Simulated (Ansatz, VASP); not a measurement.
KBr in VASP and in Ansatz

File POSCAR:

```
KBr
1.0
    4.0526033391      0.0000000000      0.0000000000
    0.0000000000      3.9758690661      0.0000000000
    0.0000000000      0.0000000000      3.9758690661
K Br
1 1
Direct
    0.0000000000      0.0000000000      0.0000000000
    0.5000000000      0.5000000000      0.5000000000
```

File INCAR.step1:

```
PREC = Accurate
ENCUT = 520
EDIFF = 1E-5
ISMEAR = 0
SIGMA = 0.01
LREAL = False
LASPH = True
NELM = 100
ALGO = Normal
ISIF = 2
LWAVE = True
LCHARG = False
NBANDS = 15
GGA = PE
```

Contents of INCAR.step2:

```
PREC = Accurate
ENCUT = 520
EDIFF = 1E-7
ISMEAR = 0
SIGMA = 0.01
LREAL = False
LASPH = True
NELM = 100
ALGO = Normal
ISIF = 2
LWAVE = False
LCHARG = False
GGA = PE
LHFCALC = True
HFSCREEN = 0.2079
PRECFOCK = Normal
NBANDS = 15
ISTART = 1
```

File KPOINTS:

```
Automatic mesh
0
Gamma
  4 4 4
```

Input for Ansatz:

```yaml
crystal:
  lattice:
    - [4.0526033391, 0.0, 0.0]
    - [0.0, 3.9758690661, 0.0]
    - [0.0, 0.0, 3.9758690661]
  atoms:
    - { symbol: K, position: [0.0, 0.0, 0.0] }
    - { symbol: Br, position: [0.5, 0.5, 0.5] }
kpoints:
  mp_grid: { grid: [4, 4, 4] }
  band_path:
    path:
      - [0.0, 0.0, 0.0]
      - [0.0, 0.5, 0.0]
      - [0.5, 0.5, 0.0]
      - [0.5, 0.5, 0.5]
      - [0.5, 0.0, 0.5]
    npoints: 1
hamiltonian:
  xc: hse06
scf:
  occupations: { method: fixed }
  n_extra_bands: 4
output:
  forces: true
  stress: true
  eigenvalues: true
```

Change from the starting cell: uniaxial_x strain +1.9%.

Alike in both runs: task single point; functional HSE06; k mesh 4 × 4 × 4; no spin polarisation.

|  | VASP | Ansatz |
| --- | --- | --- |
| version | VASP 6.6.1 | Ansatz 0.2.0 |
| potentials or method | VASP PAW PBE potentials, release 64 (K_sv, Br) | plane waves, PAW |
| plane-wave cutoff (eV) | 520 | 420 |
| occupations | gaussian, width 0.01 eV | fixed |
| valence electrons in the cell | 16 | 16 |

```csv
,VASP,Ansatz,Ansatz less VASP
gap on the k mesh at the Fermi level (eV),5.09,5.09,+0.002
pressure (GPa),0.2,0.2,-0.02
"traceless stress, the component that is largest in VASP (GPa)",-0.49,-0.49,-0.002
```

Ansatz's warnings: stress exchange threshold loose, stress scf threshold loose.
